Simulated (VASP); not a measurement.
Set up this calculation in VASP 6.6.1, as the native input.

```
Task                   : relaxation of cell and atoms
Functional             : PBE
Potentials or basis    : VASP PAW PBE potentials, release 64 (Ga_d, N)
Cutoff                 : 600 eV
k mesh                 : 12 × 12 × 6
Occupations            : gaussian, width 0.02 eV
Spin                   : no spin polarisation
Dipole correction      : no
Further INCAR settings : ALGO = Normal; EDIFF = 1e-06; IBRION = 2; EDIFFG = -0.01; NSW = 100; ISIF = 3
```

The structure of GaN lies in POSCAR:

```
GaN
1.0
    3.2173977312      0.0000000000      0.0000000000
   -1.6086988656      2.7863481693      0.0000000000
    0.0000000000      0.0000000000      5.2394066816
Ga N
2 2
Direct
    0.6666666667      0.3333333333      0.4991155908
    0.3333333333      0.6666666667      0.9991155908
    0.6666666667      0.3333333333      0.8758844092
    0.3333333333      0.6666666667      0.3758844092
```

One way to write it, as run:

INCAR

```
PREC     = Accurate       # precision mode
ENCUT    = 600            # plane-wave cutoff, eV
EDIFF    = 1E-6           # SCF threshold, eV
ISMEAR   = 0              # smearing method
SIGMA    = 0.02           # smearing width, eV
LREAL    = F              # projectors in reciprocal space
LASPH    = T              # aspherical terms in the spheres
NELM     = 80             # most SCF steps
ALGO     = Normal         # electronic algorithm
ISIF     = 3              # what is computed and relaxed
LWAVE    = F              # write WAVECAR
LCHARG   = F              # write CHGCAR
GGA      = PE             # functional
IBRION   = 2              # ionic algorithm
NSW      = 100            # ionic steps
EDIFFG   = -0.01          # ionic threshold
```

KPOINTS

```
Automatic mesh
0
Gamma
  12 12 6
```

Potentials or basis: VASP PAW PBE potentials, release 64 (Ga_d, N).

Run with:

```sh
$ cat potpaw_PBE.64/Ga_d/POTCAR potpaw_PBE.64/N/POTCAR > POTCAR
$ mpirun -np 1 vasp_std > vasp.out
```

Results of the run:

| Quantity | Value |
| --- | --- |
| Relaxed volume | 11.76 Å³/atom |
| Relaxed cell | a = 3.218 Å, b = 3.218 Å, c = 5.243 Å, α = 90.00°, β = 90.00°, γ = 120.00° |
| Space group after relaxing (to 0.1 Å) | P6_3mc (No. 186) |
| Energy gained by relaxing | 0.0 meV/atom |
| Ionic steps | 5 |
| Pressure after relaxing | 0.0 GPa |
| Largest force after relaxing | 0.003 eV/Å |
| Band gap on the k mesh | 1.72 eV |

Wall time 98 s on 1 thread of Intel(R) Xeon(R) 6975P-C (Granite Rapids), with other jobs on the host, peak memory 0.23 GiB.
